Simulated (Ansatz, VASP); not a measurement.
LiCl: VASP beside Ansatz

```
Li Cl
1.0
     3.27112    0.00000    0.00000
     0.00000    3.27112    0.00000
     0.00000    0.00000    3.27112
Li Cl
1 1
Cartesian
  0.0000 0.0000 0.0000
  1.6356 1.6356 1.6356
```

Alike in both runs: task single point; functional r2SCAN; k mesh 6 × 6 × 6; no spin polarisation.

```csv
,VASP,Ansatz
version,VASP 6.6.1,Ansatz 0.2.0
potentials or method,"VASP PAW PBE potentials, release 64 (Li_sv, Cl)","plane waves, PAW"
plane-wave cutoff (eV),520,500
occupations,"gaussian, width 0.01 eV",fixed
valence electrons in the cell,10,10
```

Ansatz gave:

- gap on the k mesh at the Fermi level (eV): 5.25

Q: Which values does VASP return?

A: gap on the k mesh at the Fermi level (eV): 5.39.

VASP's potentials were made for PBE, not for r2SCAN.

Noted on VASP's run: the cutoff is short for stress, so the pressure is rough.
